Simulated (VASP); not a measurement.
**ZnO: single point with PBE**

The system is ZnO.

```
Zn O
1.0
     0.00000    2.12516    2.12516
     2.12516    0.00000    2.12516
     2.12516    2.12516    0.00000
Zn O
1 1
Cartesian
  0.0000 0.0000 0.0000
  2.1252 2.1252 2.1252
```

```yaml
Program: VASP 6.6.1
Task: single point
Functional: PBE
Potentials_or_basis: VASP PAW PBE potentials, release 64 (Zn, O)
Cutoff: 520 eV
k_mesh: 11 × 11 × 11
Occupations: fermi-dirac, width 0.05 eV
Spin: no spin polarisation
Dipole_correction: no
Further_INCAR_settings: ALGO = Normal; EDIFF = 1e-06; NBANDS = 16
```

```json
{"Pressure": "11.7 GPa", "Band gap on the k mesh": "1.00 eV, indirect (least direct gap 2.42 eV)"}
```

Levels at points of the mesh, in eV from the valence-band top:
```csv
k point,band 6,band 7,band 8,band 9,band 10,band 11,band 12,band 13
"(0.00, 0.00, 0.00)",-4.65,-1.42,-1.42,-1.42,1.00,18.12,18.12,18.12
```

It took 16 s on 1 thread of Intel Xeon 8259CL, on a shared host, peak memory 0.14 GiB.

A k mesh can miss the band edges.
